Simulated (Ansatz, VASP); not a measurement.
**Two plane-wave programs on BN**

```
B N
1.0
     2.53600    0.00000    0.00000
    -1.26800    2.19624    0.00000
     0.00000    0.00000    4.19900
B N
2 2
Direct
  0.66667 0.33333 0.00000
  0.33333 0.66667 0.50000
  0.66667 0.33333 0.37500
  0.33333 0.66667 0.87500
```

Alike in both runs: task relaxation of cell and atoms; functional PBEsol; k mesh 12 × 12 × 6; no spin polarisation.

```csv
,VASP,Ansatz
version,VASP 6.6.1,Ansatz 0.2.0
potentials or method,"VASP PAW PBE potentials, release 64 (B, N), cutoff 600 eV","plane waves, PAW"
occupations,"gaussian, width 0.01 eV",fixed
valence electrons in the cell,16,16
```

|  | VASP | Ansatz | Ansatz less VASP |
| --- | --- | --- | --- |
| relaxed volume (Å³/atom) | 5.88 | 5.88 | -0.007 |
| relaxed cell length with the largest relative difference (Å) | 2.542 | 2.541 | -0.0010 |

VASP's potentials were made for PBE, not for PBEsol.
